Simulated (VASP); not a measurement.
# Hf5Ta in VASP: single point with PBEsol

Aim: the single point of Hf5Ta with PBEsol.

All numbers are computed with VASP 6.6.1; they aren't measurements. Logs are shortened: lines on timing, memory, paths and dates and some standing lists are left out, and cuts for length are marked.

## Step 1: The cell of the first run

The cell holds a slab with vacuum, 6 atoms: a = 3.159 Å, b = 4.999 Å, c = 22.383 Å, α = 90.00°, β = 90.00°, γ = 90.00°.

## Step 2: Single point, PBEsol

Contents of INCAR:

```
SYSTEM = Hf5Ta
ALGO     = Normal         ! electronic algorithm
DIPOL    = 0.5 0.5 0.500
EDIFF    = 1E-6           ! SCF threshold, eV
ENCUT    = 520            ! plane-wave cutoff, eV
GGA      = PS             ! functional
IDIPOL   = 3            
ISIF     = 2              ! what is computed and relaxed
ISMEAR   = -1             ! smearing method
LASPH    = .TRUE.         ! aspherical terms in the spheres
LCHARG   = .FALSE.        ! write CHGCAR
LDIPOL   = .TRUE.       
LREAL    = .FALSE.        ! projectors in reciprocal space
LWAVE    = .FALSE.        ! write WAVECAR
NBANDS   = 40             ! bands
NELM     = 100            ! most SCF steps
PREC     = Accurate       ! precision mode
SIGMA    = 0.05           ! smearing width, eV
```

Contents of KPOINTS:

```
k-points
0
G
  10 7 1
  0 0 0
```

Contents of POSCAR:

```
Hf5Ta
1.0
    3.1588656729      0.0000000000      0.0000000000
    0.0000000000      4.9986711415      0.0000000000
    0.0000000000      0.0000000000     22.3832000000
Hf Ta
5 1
Direct
    0.7500000000      0.7500000000      0.3623767524
    0.2500000000      0.2500000000      0.4013869577
    0.7500000000      0.2500000000      0.5218038067
    0.7500000000      0.7500000000      0.5986130559
    0.2500000000      0.2500000000      0.6376232342
    0.2500000000      0.7500000000      0.4781961931
```

Potentials or basis: VASP PAW PBE potentials, release 64 (Hf_pv, Ta_pv).

On the command line:

```sh
cat potpaw_PBE.64/Hf_pv/POTCAR potpaw_PBE.64/Ta_pv/POTCAR > POTCAR
mpirun -np 1 vasp_std > vasp.out
```

OUTCAR:

```text
SYSTEM = Hf5Ta
   EDIFF = 1E-6
   ENCUT = 520
   GGA = PS
   ISIF = 2
   ISMEAR = -1
   LASPH = .TRUE.
   LREAL = .FALSE.
   NELM = 100
   PREC = Accurate

 ion  position               nearest neighbor table
   1  0.750  0.750  0.362-   6 3.04   6 3.04   2 3.08   2 3.08   2 3.08   2 3.08
   2  0.250  0.250  0.401-   6 3.03   6 3.03   1 3.08   1 3.08   1 3.08   1 3.08   3 3.12   3 3.12

   3  0.750  0.250  0.522-   4 3.03   4 3.03   5 3.04   5 3.04   6 3.11   6 3.11   6 3.11   6 3.11
                             2 3.12   2 3.12
   4  0.750  0.750  0.599-   3 3.03   3 3.03   5 3.08   5 3.08   5 3.08   5 3.08   6 3.12   6 3.12

   5  0.250  0.250  0.638-   3 3.04   3 3.04   4 3.08   4 3.08   4 3.08   4 3.08
   6  0.250  0.750  0.478-   2 3.03   2 3.03   1 3.04   1 3.04   3 3.11   3 3.11   3 3.11   3 3.11
                             4 3.12   4 3.12

  LATTYP: Found a simple orthorhombic cell.
 ALAT       =     3.1588656729
 B/A-ratio  =     1.5824259906
 C/A-ratio  =     7.0858347007

  Lattice vectors:

 A1 = (   3.1588656729,   0.0000000000,   0.0000000000)
 A2 = (   0.0000000000,   4.9986711415,   0.0000000000)
 A3 = (   0.0000000000,   0.0000000000,  22.3832000000)

Analysis of symmetry for initial positions (statically):
=====================================================================
 Subroutine PRICEL returns:
 Original cell was already a primitive cell.

 Routine SETGRP: Setting up the symmetry group for a
 simple orthorhombic supercell.

 Subroutine GETGRP returns: Found  4 space group operations
 (whereof  1 operations were pure point group operations)
 out of a pool of  8 trial point group operations.

The static configuration has the point symmetry C_1 .
 The point group associated with its full space group is C_2v.

Analysis of symmetry for dynamics (positions and initial velocities):
=====================================================================
 Subroutine PRICEL returns:
 Original cell was already a primitive cell.

 Routine SETGRP: Setting up the symmetry group for a
 simple orthorhombic supercell.

 Subroutine GETGRP returns: Found  4 space group operations
 (whereof  1 operations were pure point group operations)
 out of a pool of  8 trial point group operations.

The dynamic configuration has the point symmetry C_1 .
 The point group associated with its full space group is C_2v.

 Subroutine INISYM returns: Found  4 space group operations
 (whereof  1 operations are pure point group operations),
 and found     1 'primitive' translations

----------------------------------------------------------------------------------------

                                     Primitive cell

  volume of cell :     353.4337

  direct lattice vectors                    reciprocal lattice vectors
     3.158865673  0.000000000  0.000000000     0.316569333  0.000000000  0.000000000
     0.000000000  4.998671142  0.000000000     0.000000000  0.200053168  0.000000000
     0.000000000  0.000000000 22.383200000     0.000000000  0.000000000  0.044676364

  length of vectors
     3.158865673  4.998671142 22.383200000     0.316569333  0.200053168  0.044676364

  position of ions in fractional coordinates (direct lattice)
     0.750000000  0.750000000  0.362376752
     0.250000000  0.250000000  0.401386958
     0.750000000  0.250000000  0.521803807
     0.750000000  0.750000000  0.598613056
     0.250000000  0.250000000  0.637623234
     0.250000000  0.750000000  0.478196193

  ion indices of the primitive-cell ions
   primitive index   ion index
                 1           1
                 2           2
                 3           3
                 4           4
                 5           5
                 6           6

----------------------------------------------------------------------------------------

 KPOINTS: k-points

Automatic generation of k-mesh.
 Grid dimensions read from file:
 generate k-points for:   10    7    1

 Generating k-lattice:

  Cartesian coordinates                     Fractional coordinates (reciprocal lattice)
     0.031656933  0.000000000  0.000000000     0.100000000  0.000000000  0.000000000
     0.000000000  0.028579024  0.000000000     0.000000000  0.142857143  0.000000000
     0.000000000  0.000000000  0.044676364     0.000000000  0.000000000  1.000000000

  Length of vectors
     0.031656933  0.028579024  0.044676364

  Shift w.r.t. Gamma in fractional coordinates (k-lattice)
     0.000000000  0.000000000  0.000000000

 Subroutine IBZKPT returns following result:
 ===========================================

 Found     24 irreducible k-points:

 Following reciprocal coordinates:
            Coordinates               Weight
  0.000000  0.000000  0.000000      1.000000
  0.100000  0.000000  0.000000      2.000000
  0.200000  0.000000  0.000000      2.000000
  0.300000  0.000000  0.000000      2.000000
  0.400000  0.000000  0.000000      2.000000
  0.500000  0.000000  0.000000      1.000000
[... 16 lines left out ...]
  0.400000  0.428571  0.000000      4.000000
  0.500000  0.428571  0.000000      2.000000
   k-points           NKPTS =     24   k-points in BZ     NKDIM =     24   number of bands    NBANDS=     40
   number of dos      NEDOS =    301   number of ions     NIONS =      6
   total plane-waves  NPLWV = 161280
   dimension x,y,z NGX =    24 NGY =   40 NGZ =  168
   dimension x,y,z NGXF=    48 NGYF=   80 NGZF=  336
   ions per type =               5   1
   NGX,Y,Z   is equivalent  to a cutoff of  12.63, 13.30, 12.48 a.u.
   NGXF,Y,Z  is equivalent  to a cutoff of  25.26, 26.61, 24.96 a.u.
 SYSTEM =  Hf5Ta
   PREC   = accura    normal or accurate (medium, high low for compatibility)
   ISTART =      0    job   : 0-new  1-cont  2-samecut
   ICHARG =      2    charge: 1-file 2-atom 10-const
   ISPIN  =      1    spin polarized calculation?
   LNONCOLLINEAR =      F non collinear calculations
   LSORBIT =      F    spin-orbit coupling
   LASPH  =      T    aspherical Exc in radial PAW
   ENCUT  =  520.0 eV  38.22 Ry    6.18 a.u.   5.87  9.29 41.62*2*pi/ulx,y,z
   NELM   =    100;   NELMIN=  2; NELMDL= -5     # of ELM steps
   EDIFF  = 0.1E-05   stopping-criterion for ELM
   LREAL  =      F    real-space projection
   EDIFFG = 0.1E-04   stopping-criterion for IOM
   NSW    =      0    number of steps for IOM
   IBRION =     -1    ionic relax: 0-MD 1-quasi-New 2-CG
   NFREE  =      0    steps in history (QN), initial steepest desc. (CG)
   ISIF   =      2    stress and relaxation
   ISYM   =      2    0-nonsym 1-usesym 2-fastsym
   POTIM  = 0.5000    time-step for ionic-motion
   TEBEG  =    0.0;   TEEND  =   0.0 temperature during run
   PSTRESS=    0.0 pullay stress
   NELECT =      61.0000    total number of electrons
   NUPDOWN=      -1.0000    fix difference up-down
   EMIN   =  10.00;   EMAX   =-10.00  energy-range for DOS
   EFERMI =   0.00;   METHOD = LEGACY
   ISMEAR =    -1;   SIGMA  =   0.05  broadening in eV -4-tet -1-fermi 0-gaus
   EFERMI_NEDOS =   21; number of points for ismear=-14 and -15
   IALGO  =     38    algorithm
   IMIX   =      4    mixing-type and parameters
     AMIX     =   0.40;   BMIX     =  1.00
     AMIX_MAG =   1.60;   BMIX_MAG =  1.00
  volume/ion in A,a.u.               =      58.91       397.51
  Fermi-wavevector in a.u.,A,eV,Ry     =   0.911483  1.722454 11.303750  0.830802
  Thomas-Fermi vector in A             =   2.035768
   LORBIT       =      0    0 simple, 1 ext, 2 COOP (PROOUT), +10 PAW based schemes
   GGA     = PS    functional components
   LHFCALC =     F    Hartree Fock is set to
   AEXX    =    0.0000 exact exchange contribution
   IVDW    =     0    specifies the selected vdW correction
   LEPSILON=     F    determine dielectric tensor
   LRPA    =     F    only Hartree local field effects (RPA)
 non-spin polarized calculation
  energy-cutoff  :      520.00
  volume of cell :      353.43
 maximum number of plane-waves:      9584
 NGX is ok and might be reduce to    24
   NGX = 11   NGY = 19   NGZ = 83

 dipolmoment           0.000000      0.000000     -0.001184 electrons x Angstroem

 number of electron      60.9999986 magnetization

 dipolmoment           0.000000      0.000000      0.002736 electrons x Angstroem

 Free energy of the ion-electron system (eV)
  ---------------------------------------------------
  ext. energy  EPLUGINS =         0.00000000
  ---------------------------------------------------
  free energy    TOTEN  =       -60.54301622 eV

  energy without entropy =      -60.46392586  energy(sigma->0) =      -60.50347104

 E-fermi :  -0.5864     XC(G=0):  -5.1580

 val. band max:       -0.5943197917   @ k =   0.0000   0.1429   0.0000
 cond. band min:      -0.5801701367   @ k =   0.5000   0.1429   0.0000
 fundamental gap:      0.0141496550
 Fermi energy:        -0.5864103399

 k-point     1 :       0.0000    0.0000    0.0000
  band No.  band energies     occupation
      1     -35.0500      2.00000
      2     -35.0039      2.00000
      3     -34.7911      2.00000
      4     -31.6850      2.00000
      5     -31.6778      2.00000
      6     -31.6538      2.00000
[... 32 lines left out ...]
     39       1.0232      0.00000
     40       1.0790      0.00000

 k-point     2 :       0.1000    0.0000    0.0000
  band No.  band energies     occupation
      1     -35.0457      2.00000
      2     -35.0002      2.00000
      3     -34.8215      2.00000
      4     -31.6770      2.00000
      5     -31.6590      2.00000
      6     -31.6365      2.00000
[... 935 lines left out ...]
     39       1.3755      0.00000
     40       1.6050      0.00000

 k-point    24 :       0.5000    0.4286    0.0000
  band No.  band energies     occupation
      1     -35.1060      2.00000
      2     -35.0103      2.00000
      3     -34.9686      2.00000
      4     -31.7124      2.00000
      5     -31.6514      2.00000
      6     -31.6267      2.00000
[... 32 lines left out ...]
     39       1.6431      0.00000
     40       1.7716      0.00000

------------------------ aborting loop because EDIFF is reached ----------------------------------------

 vacuum level on the upper side and lower side of the slab       (xc-potential included)        -0.149        -0.173

  FORCE on cell =-STRESS in cart. coord.  units (eV):
  Direction    XX          YY          ZZ          XY          YZ          ZX
  --------------------------------------------------------------------------------------
  -------------------------------------------------------------------------------------
  Total       -8.4672903     -4.3649193     -4.3615687      0.0000000      0.0000000      0.0000000
  in kB      -38.3837261    -19.7869521    -19.7717630      0.0000000      0.0000000      0.0000000
  external PRESSURE =     -25.9808138 kB  Pullay stress =       0.0000000 kB

 VOLUME and BASIS-vectors are now :
 -----------------------------------------------------------------------------
  energy-cutoff  :      520.00
  volume of cell :      353.43
      direct lattice vectors                 reciprocal lattice vectors
     3.158865673  0.000000000  0.000000000     0.316569333  0.000000000  0.000000000
     0.000000000  4.998671142  0.000000000     0.000000000  0.200053168  0.000000000
     0.000000000  0.000000000 22.383200000     0.000000000  0.000000000  0.044676364

 POSITION                                       TOTAL-FORCE (eV/Angst)
 -----------------------------------------------------------------------------------
      2.36915      3.74900      8.11115         0.000000      0.000000      0.971023
      0.78972      1.24967      8.98432         0.000000      0.000000      0.144656
      2.36915      1.24967     11.67964         0.000000      0.000000     -0.267384
      2.36915      3.74900     13.39888         0.000000      0.000000     -0.372128
      0.78972      1.24967     14.27205         0.000000      0.000000     -0.086360
      0.78972      3.74900     10.70356         0.000000      0.000000     -0.389807
 -----------------------------------------------------------------------------------
    total drift:                                0.000000     -0.000000     -0.000003

  FREE ENERGIE OF THE ION-ELECTRON SYSTEM (eV)
  ---------------------------------------------------
  free  energy   TOTEN  =       -60.5430162161 eV

  energy  without entropy=      -60.4639258634  energy(sigma->0) =      -60.50347104

 vacuum level on the upper side and lower side of the slab         3.259         3.236
```

Run time: 9.3 min. Hardware: 1 thread of Intel Xeon 6975P-C (Granite Rapids), shared host; peak memory 0.59 GiB.

Results:

* Free energy: -60.5430 eV
* Largest force: 0.971 eV/Å
* Band gap on the k mesh: zero (an odd number of electrons rules out a gap without spin polarisation)

Forces on the atoms (eV/Å):
```
Hf   0.000  0.000  0.971
Hf   0.000  0.000  0.145
Hf   0.000  0.000 -0.267
Hf   0.000  0.000 -0.372
Hf   0.000  0.000 -0.086
Ta   0.000  0.000 -0.390
```

Caveat: the PAW data sets were made with another functional, which shifts forces and pressure a little; spin-orbit coupling is left out, which moves the levels of the heavy elements.
